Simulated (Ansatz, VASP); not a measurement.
One calculation of SnO, two programs

The input INCAR:

```
SYSTEM = SnO
PREC     = Accurate       ! precision mode
ENCUT    = 520            ! plane-wave cutoff, eV
EDIFF    = 1E-6           ! SCF threshold, eV
ISMEAR   = -1             ! smearing method
SIGMA    = 0.02           ! smearing width, eV
LREAL    = .False.        ! projectors in reciprocal space
LASPH    = .True.         ! aspherical terms in the spheres
NELM     = 80             ! most SCF steps
ALGO     = Normal         ! electronic algorithm
ISIF     = 2              ! what is computed and relaxed
LWAVE    = .False.        ! write WAVECAR
LCHARG   = .False.        ! write CHGCAR
GGA      = PE             ! functional
NBANDS   = 28             ! bands
```

The input KPOINTS:

```
Automatic mesh
0
Gamma
  6 6 6
  0 0 0
```

The input POSCAR:

```
SnO
1.0
    3.9442915842      0.0000000000      0.0000000000
    0.0000000000      3.9442915842      0.0000000000
    0.0000000000      0.0000000000      4.6214082304
Sn O
2 2
Direct
    0.0000000000      0.5000000000      0.2364663219
    0.5000000000      0.0000000000      0.7635336781
    0.5000000000      0.5000000000      0.0000000000
    0.0000000000      0.0000000000      0.0000000000
```

Input for Ansatz:

```yaml
crystal:
  lattice:
    - [3.9442915842, 0.0, 0.0]
    - [0.0, 3.9442915842, 0.0]
    - [0.0, 0.0, 4.6214082304]
  atoms:
    - { symbol: Sn, position: [0.0, 0.5, 0.2364663219] }
    - { symbol: Sn, position: [0.5, 0.0, 0.7635336781] }
    - { symbol: O, position: [0.5, 0.5, 0.0] }
    - { symbol: O, position: [0.0, 0.0, 0.0] }
kpoints:
  mp_grid: { grid: [6, 6, 6] }
  band_path:
    path:
      - [0.0, 0.0, 0.0]
      - [0.0, 0.5, 0.0]
      - [0.5, 0.5, 0.0]
      - [0.0, 0.0, 0.5]
      - [0.0, 0.5, 0.5]
      - [0.5, 0.5, 0.5]
      - [-0.125, 0.125, 0.0]
    npoints: 1
hamiltonian:
  xc: pbe
scf:
  occupations: { method: fermi_dirac, width: 0.02 }
  n_extra_bands: 5
output:
  forces: true
  stress: true
  eigenvalues: true
```

Change from the starting cell: epitaxial_xy strain +4.0%.

Alike in both runs: task single point; functional PBE; k mesh 6 × 6 × 6; occupations fermi-dirac, width 0.02 eV; no spin polarisation.

|  | VASP | Ansatz |
| --- | --- | --- |
| version | VASP 6.6.1 | Ansatz 0.2.0 |
| potentials or method | VASP PAW PBE potentials, release 64 (Sn_d, O) | plane waves, PAW |
| plane-wave cutoff (eV) | 520 | 420 |
| valence electrons in the cell | 40 | 40 |

Ansatz gave:

| Quantity | Value |
| --- | --- |
| pressure (GPa) | 0.8 |
| traceless stress, the component that is largest in VASP (GPa) | 3.19 |
| rms of the force components (eV/Å) | 0.166 |

**Question.** What did VASP give for the same quantities?

**Answer.** Pressure (GPa): 1.0; traceless stress, the component that is largest in VASP (GPa): 3.17; rms of the force components (eV/Å): 0.197.

Atom by atom the forces differ by 0.031 eV/Å (rms over components).
